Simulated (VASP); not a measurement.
**Al: single point with PBEsol**

Al:

```
Al
1.0
     2.85254    0.00000    0.00000
    -1.42627    2.47037    0.00000
     0.00000    0.00000    4.62864
Al
2
Direct
  0.33333 0.66667 0.25000
  0.66667 0.33333 0.75000
```

```yaml
Program: VASP 6.6.1
Task: single point
Functional: PBEsol
Potentials_or_basis: VASP PAW PBE potentials, release 64 (Al)
Cutoff: 520 eV
k_mesh: 17 × 17 × 9
Occupations: methfessel-paxton, width 0.1 eV
Spin: no spin polarisation
Dipole_correction: no
Further_INCAR_settings: ALGO = Normal; EDIFF = 1e-06; NBANDS = 10
```

```
Pressure               : 0.0 GPa
Band gap on the k mesh : zero (band 3 reaches 11.53 eV, above the bottom of band 4 at 5.11 eV)
```

Stress tensor (GPa, compression positive):
```
-0.06  0.00  0.00
 0.00 -0.06  0.00
 0.00  0.00  0.27
```

Levels at points of the mesh, in eV from the Fermi level:
```
           k point  band 1  band 2  band 3  band 4  band 5  band 6  band 7
(0.00, 0.00, 0.00)  -11.24   -4.63   -4.35   10.52   10.52   10.92   10.92
```

Run time: 51 s on 1 thread of Intel Xeon 6975P-C, with other jobs on the host, peak memory 0.18 GiB.

Caveat: the PAW data sets were made with another functional, which shifts forces and pressure a little.
